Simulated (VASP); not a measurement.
Wanted: the native input for a VASP 6.6.1 run.

```
Task                   : single point
Functional             : PBEsol
Potentials or basis    : VASP PAW PBE potentials, release 64 (F)
Cutoff                 : 520 eV
k mesh                 : 4 × 4 × 2
Occupations            : gaussian, width 0.05 eV
Spin                   : no spin polarisation
Dipole correction      : no
Further INCAR settings : ALGO = Normal; EDIFF = 1e-06; NBANDS = 22
```

The structure of F lies in POSCAR:

```
F
1.0
    3.1849756493     -1.8305146634     -0.2456527984
    3.1849756493      1.8305146634     -0.2456527984
   -2.3948583866      0.0000000000      7.3307098205
F
4
Direct
    0.0848459664      0.0848459664      0.0940038325
    0.9151540336      0.9151540336      0.9059961675
    0.5015719855      0.5015719855      0.5937195244
    0.4984280145      0.4984280145      0.4062804756
```

One way to write it, as run:

INCAR

```
PREC = Accurate
ENCUT = 520
EDIFF = 1E-6
ISMEAR = 0
SIGMA = 0.05
LREAL = F
LASPH = T
NELM = 100
ALGO = Normal
ISIF = 2
LWAVE = F
LCHARG = F
GGA = PS
NBANDS = 22
```

KPOINTS

```
Automatic mesh
0
Gamma
  4 4 2
```

Potentials or basis: VASP PAW PBE potentials, release 64 (F).

Launch:

```bash
$ cat potpaw_PBE.64/F/POTCAR > POTCAR
$ mpirun -np 1 vasp_std > vasp.out
```

Results of the run:

```json
{
  "Pressure": "-2.2 GPa",
  "Largest force": "0.914 eV/Å",
  "Band gap on the k mesh": "2.64 eV, indirect (least direct gap 2.70 eV)"
}
```

Caveat: the k points lie up to 0.50 Å⁻¹ apart; the PAW data sets were made with another functional, which shifts forces and pressure a little.

It took 10 s on 1 thread of Intel(R) Xeon(R) 6975P-C (Granite Rapids), on a shared host, peak memory 0.19 GiB.
